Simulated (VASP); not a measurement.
# GaIr4 in VASP: notebook, part 2 of 2

VASP 6.6.1. The steps go on from the part before.

### 3 Single point, PBE, collinear spin, ferromagnetic start

Contents of INCAR:

```
SYSTEM = GaIr4
ALGO = Normal
EDIFF = 1E-7
ENCUT = 520
GGA = PE
ISIF = 2
ISMEAR = 0
ISPIN = 2
LASPH = .True.
LCHARG = .False.
LMAXMIX = 4
LORBIT = 11
LREAL = .False.
LWAVE = .False.
MAGMOM = 0 1 1 1 1
NBANDS = 36
NELM = 150
PREC = Accurate
SIGMA = 0.1
```

Contents of KPOINTS:

```
k-points
0
Gamma
  4 4 4
  0 0 0
```

Contents of POSCAR:

```
GaIr4
1.0
   -2.7891575513      2.7891575513      2.7891575513
    2.7891575513     -2.7891575513      2.7891575513
    2.7891575513      2.7891575513     -2.7891575513
Ga Ir
1 4
Direct
    0.0000000000      0.0000000000      0.0000000000
    0.0000000000      0.5000000000      0.0000000000
    0.5000000000      0.5000000000      0.5000000000
    0.0000000000      0.0000000000      0.5000000000
    0.5000000000      0.0000000000      0.0000000000
```

Potentials or basis: VASP PAW PBE potentials, release 64 (Ga_d, Ir).

Started as:

```bash
> cat potpaw_PBE.64/Ga_d/POTCAR potpaw_PBE.64/Ir/POTCAR > POTCAR
> mpirun -np 1 vasp_std > vasp.out
```

Run time: 57 s. Hardware: 1 thread of AMD EPYC 7R13 (Zen 3), shared host; peak memory 0.22 GiB.

Results (log left out):

| Item | Value |
| --- | --- |
| Free energy | -33.5810 eV |
| Pressure | 0.6 GPa |
| Net moment | 0.00 μB per cell |
| Valence electrons inside the program's atomic spheres | Ga 12.26; Ir 8.12 |

Levels at points of the mesh, in eV from the Fermi level:
Spin up:
```
           k point  band 21  band 22  band 23  band 24  band 25  band 26  band 27  band 28
(0.00, 0.00, 0.00)     0.02     0.02     0.02     0.52     0.52     0.52     1.95     1.95
(0.50, 0.00, 0.00)    -1.27    -1.18    -0.81    -0.66    -0.38    -0.29    -0.14     2.55
(0.50, 0.50, 0.50)    -1.19    -0.41    -0.41     0.17     0.82     0.82     2.09     2.09
```
Spin down:
```csv
k point,band 20,band 21,band 22,band 23,band 24,band 25,band 26,band 27,band 28,band 29
"(0.00, 0.00, 0.00)",-0.86,0.02,0.02,0.02,0.52,0.52,0.52,1.95,1.95,1.95
"(0.50, 0.00, 0.00)",-1.77,-1.27,-1.18,-0.81,-0.66,-0.38,-0.29,-0.14,2.55,3.10
"(0.50, 0.50, 0.50)",-1.19,-1.19,-0.41,-0.41,0.17,0.82,0.82,2.09,2.09,3.49
```

Caveat: the k points lie up to 0.40 Å⁻¹ apart; spin-orbit coupling is left out, which moves the levels of the heavy elements.

### 4 Single point, PBE

Contents of INCAR:

```
SYSTEM = GaIr4
ALGO = Fast ; EDIFF = 1E-7
ENCUT = 520 ; GGA = PE
ISIF = 2 ; ISMEAR = 0
LASPH = .TRUE. ; LCHARG = .FALSE.
LREAL = .FALSE. ; LWAVE = .FALSE.
NBANDS = 32 ; NELM = 100
PREC = Accurate ; SIGMA = 0.1
```

Contents of KPOINTS:

```
k-points
0
G
  10 10 10
  0 0 0
```

POSCAR, as its differences from that of step 3:

```diff
@@ -2,5 +2,5 @@
 1.0
-   -2.7891575513      2.7891575513      2.7891575513
-    2.7891575513     -2.7891575513      2.7891575513
-    2.7891575513      2.7891575513     -2.7891575513
+   -2.7886506899      2.7886506899      2.7886506899
+    2.7886506899     -2.7886506899      2.7886506899
+    2.7886506899      2.7886506899     -2.7886506899
 Ga Ir
```

Potentials or basis: VASP PAW PBE potentials, release 64 (Ga_d, Ir).

Started as:

```bash
> cat potpaw_PBE.64/Ga_d/POTCAR potpaw_PBE.64/Ir/POTCAR > POTCAR
> mpirun -np 1 vasp_std > vasp.out
```

OUTCAR:

```text
SYSTEM = GaIr4
   EDIFF = 1E-7
   ENCUT = 520
   GGA = PE
   ISIF = 2
   ISMEAR = 0
   LASPH = .TRUE.
   LREAL = .FALSE.
   NELM = 100
   PREC = Accurate

 ion  position               nearest neighbor table
   1  0.000  0.000  0.000-   2 2.42   3 2.42   4 2.42   5 2.42   4 2.42   2 2.42   5 2.42   3 2.42

   2  0.000  0.500  0.000-   1 2.42   1 2.42   4 2.79   5 2.79   3 2.79   4 2.79   3 2.79   5 2.79

   3  0.500  0.500  0.500-   1 2.42   1 2.42   4 2.79   5 2.79   5 2.79   2 2.79   4 2.79   2 2.79

[... 1041 lines left out ...]
 [... further k-points ...]
[... 5 lines left out ...]
  --------------------------------------------------------------------------------------
  -------------------------------------------------------------------------------------
  Total        0.2855693      0.2855693      0.2855693      0.0000000      0.0000000      0.0000000
  in kB        5.2744810      5.2744810      5.2744810      0.0000000      0.0000000      0.0000000
  external PRESSURE =       5.2744810 kB  Pullay stress =       0.0000000 kB

 VOLUME and BASIS-vectors are now :
 -----------------------------------------------------------------------------
  energy-cutoff  :      520.00
  volume of cell :       86.74
      direct lattice vectors                 reciprocal lattice vectors
    -2.788650690  2.788650690  2.788650690     0.000000000  0.179298182  0.179298182
     2.788650690 -2.788650690  2.788650690     0.179298182  0.000000000  0.179298182
     2.788650690  2.788650690 -2.788650690     0.179298182  0.179298182  0.000000000

 POSITION                                       TOTAL-FORCE (eV/Angst)
 -----------------------------------------------------------------------------------
      0.00000      0.00000      0.00000        -0.000000     -0.000000     -0.000000
      1.39433     -1.39433      1.39433         0.000000     -0.000000      0.000000
      1.39433      1.39433      1.39433        -0.000000      0.000000      0.000000
      1.39433      1.39433     -1.39433        -0.000000     -0.000000     -0.000000
     -1.39433      1.39433      1.39433         0.000000      0.000000     -0.000000
 -----------------------------------------------------------------------------------
    total drift:                               -0.000000     -0.000000      0.000000

  FREE ENERGIE OF THE ION-ELECTRON SYSTEM (eV)
  ---------------------------------------------------
  free  energy   TOTEN  =       -33.6556791295 eV

  energy  without entropy=      -33.6211698172  energy(sigma->0) =      -33.63842447
```

stdout:

```text
POSCAR found type information on POSCAR GaIr
 POSCAR found :  2 types and       5 ions
 scaLAPACK will be used
 LDA part: xc-table for (Slater+PW92), standard interpolation
 POSCAR, INCAR and KPOINTS ok, starting setup
 FFT: planning ... GRIDC
 FFT: planning ... GRID_SOFT
 FFT: planning ... GRID
 WAVECAR not read
 entering main loop
 num prob RMM:  17    -0.336556791005E+02   -0.60862E-07   -0.10157E-06  2987   0.488E-03    0.345E-04
```

It took 2.8 min on 1 thread of AMD EPYC 7R13 (Zen 3), shared host; peak memory 0.25 GiB.

What came out:

| Property | Result |
| --- | --- |
| Free energy | -33.6557 eV |
| Pressure | 0.5 GPa |

Caveat: spin-orbit coupling is left out, which moves the levels of the heavy elements.

### 5 The runs side by side

| spin | k mesh | gap on the mesh (eV) | pressure (GPa) |
| --- | --- | --- | --- |
| off | 4 × 4 × 4 | none | 0.6 |
| collinear, ferromagnetic start | 4 × 4 × 4 | none | 0.6 |
| off | 10 × 10 × 10 | none | 0.5 |

Alike in all rows: task single point; level PBE; potentials or basis VASP PAW PBE potentials, release 64 (Ga_d, Ir); cell as given; cutoff (eV) 520; smearing gaussian 0.1 eV.

Caveats: some runs use coarse meshes; spin-orbit coupling is left out, which moves the levels of the heavy elements.

Total energies depend on the potentials used, so only differences within one code and one set of settings carry meaning.
